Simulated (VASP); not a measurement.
A run of VASP 6.6.1 is set up as follows.

Contents of INCAR:

```
PREC = Accurate
ENCUT = 520
EDIFF = 1E-7
ISMEAR = -1
SIGMA = 0.05
LREAL = False
LASPH = True
NELM = 80
ALGO = Normal
ISIF = 2
LWAVE = False
LCHARG = False
GGA = PE
NBANDS = 13
```

The input KPOINTS:

```
regular mesh
0
Gamma
  9 9 9
```

POSCAR

```
Pb
1.0
    0.0000000000      2.4914113386      2.4914113386
    2.4914113386      0.0000000000      2.4914113386
    2.4914113386      2.4914113386      0.0000000000
Pb
1
Direct
    0.0000000000      0.0000000000      0.0000000000
```

Potentials or basis: VASP PAW PBE potentials, release 64 (Pb_d).

The run is started by

```console
$ cat potpaw_PBE.64/Pb_d/POTCAR > POTCAR
$ mpirun -np 1 vasp_std > vasp.out
```

(1) Predict the band gap on the k mesh.

(2) What does it give for the pressure?

## Answers

(1) zero (band 7 reaches 14.32 eV, above the bottom of band 8 at 5.56 eV).

(2) 1.2 GPa.

Caveat: spin-orbit coupling is left out, which moves the levels of the heavy elements.
